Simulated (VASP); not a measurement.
Set up this calculation in VASP 6.6.1, as the native input.

```yaml
Task: single point
Functional: PBE
Potentials_or_basis: VASP PAW PBE potentials, release 64 (Gd)
Cutoff: 520 eV
k_mesh: 13 × 13 × 13
Occupations: fermi-dirac, width 0.05 eV
Spin: collinear spin, ferromagnetic start
Starting_moments: "[7.0] μB"
Dipole_correction: no
Further_INCAR_settings: ALGO = Normal; EDIFF = 1e-06; NBANDS = 19
```

The structure of Gd lies in POSCAR:

```
Gd
1.0
    0.0000000000      2.3613245461      2.3613245461
    2.3613245461      0.0000000000      2.3613245461
    2.3613245461      2.3613245461      0.0000000000
Gd
1
Direct
    0.0000000000      0.0000000000      0.0000000000
```

This cell differs from its parent crystal: volume scaled by 0.8.

One way to write it, as run:

INCAR

```
PREC = Accurate
ENCUT = 520
EDIFF = 1E-6
ISMEAR = -1
SIGMA = 0.05
LREAL = False
LASPH = True
NELM = 150
ALGO = Normal
ISIF = 2
LWAVE = False
LCHARG = False
ISPIN = 2
MAGMOM = 7
LORBIT = 11
LMAXMIX = 6
GGA = PE
NBANDS = 19
```

KPOINTS

```
regular mesh
0
Gamma
  13 13 13
```

Potentials or basis: VASP PAW PBE potentials, release 64 (Gd).

The run is started by

```console
$ cat potpaw_PBE.64/Gd/POTCAR > POTCAR
$ mpirun -np 1 vasp_std > vasp.out
```

Results of the run:

* Pressure: 10.3 GPa
* Net moment: 7.29 μB per cell
* Site moments: Gd +6.88 μB
* Valence electrons inside the program's atomic spheres: Gd 15.34

Run time: 3.5 min on 1 thread of Intel Xeon 6975P-C (shared host), peak memory 0.23 GiB.
